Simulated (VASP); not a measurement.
Input of a VASP 6.6.1 run:

Contents of INCAR:

```
SYSTEM = GeP5
PREC = Accurate
ENCUT = 520
EDIFF = 1E-7
ISMEAR = 0
SIGMA = 0.1
LREAL = .FALSE.
LASPH = .TRUE.
NELM = 60
ALGO = Normal
ISIF = 2
LWAVE = .FALSE.
LCHARG = .FALSE.
GGA = PE
NBANDS = 28
```

KPOINTS

```
regular mesh
0
G
  10 10 10
  0 0 0
```

Contents of POSCAR:

```
GeP5
1.0
    0.0000000000      3.7066400119      3.7066400119
    3.7066400119      0.0000000000      3.7066400119
    3.7066400119      3.7066400119      0.0000000000
Ge P
1 5
Direct
    0.0000000000      0.0000000000      0.0000000000
    0.2500000000      0.2500000000      0.2500000000
    0.6113756436      0.6113756436      0.6113756436
    0.1658730693      0.6113756436      0.6113756436
    0.6113756436      0.6113756436      0.1658730693
    0.6113756436      0.1658730693      0.6113756436
```

Potentials or basis: VASP PAW PBE potentials, release 64 (Ge_d, P).

Launch:

```sh
$ cat potpaw_PBE.64/Ge_d/POTCAR potpaw_PBE.64/P/POTCAR > POTCAR
$ mpirun -np 1 vasp_std > vasp.out
```

Question: Predict the band gap on the k mesh.

Answer: Zero (an odd number of electrons rules out a gap without spin polarisation).

Question: Estimate the largest force.

Answer: 0.082 eV/Å.

Question: Predict the pressure.

Answer: -0.2 GPa.

Forces on the atoms (eV/Å):
```
Ge   0.000  0.000  0.000
P    0.000  0.000  0.000
P   -0.047 -0.047 -0.047
P   -0.047  0.047  0.047
P    0.047  0.047 -0.047
P    0.047 -0.047  0.047
```

Caveat: an odd number of electrons without spin polarisation forces a metal; a magnetic or distorted state may lie lower.
